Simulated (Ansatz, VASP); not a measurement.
# One calculation of ScBSbP3, two programs

```
Sc B Sb P
1.0
     3.98121    0.00000    0.00000
    -1.99061    3.44783    0.00000
     0.00000    0.00000    9.48941
Sc B Sb P
1 1 1 3
Cartesian
  0.0000 2.2986 1.5982
  0.0000 0.0000 4.6226
  1.9906 1.1493 9.0759
  0.0000 0.0000 2.8307
  0.0000 0.0000 6.3903
  0.0000 2.2986 7.5168
```

Alike in both runs: task single point; functional PBE; k mesh 6 × 6 × 2; occupations gaussian, width 0.1 eV; collinear spin.

```csv
,VASP,Ansatz
version,VASP 6.6.1,Ansatz 0.2.0
potentials or method,"VASP PAW PBE potentials, release 64 (Sc_sv, B, Sb, P), cutoff 520 eV","scalar-relativistic, plane waves, PAW"
valence electrons in the cell,34,44
```

```tsv
	VASP	Ansatz	Ansatz less VASP
gap on the k mesh at the Fermi level (eV)	none	none	-
pressure (GPa)	0.0	0.0	+0.02
traceless stress, the component that is largest in VASP (GPa)	-0.14	-0.06	+0.082
rms of the force components (eV/Å)	0.021	0.012	-0.0090
net moment per atom (μB)	0.00	0.00	0.000
```

Atom by atom the forces differ by 0.011 eV/Å (rms over components). A gap of «none» marks a metal or a gap that the smearing closes. VASP's potentials hold 34 valence electrons a cell and Ansatz's 44, so a difference there can come from the potentials and not from the codes. Ansatz's warnings: seeded moment not kept.

Spin-orbit coupling is off throughout.
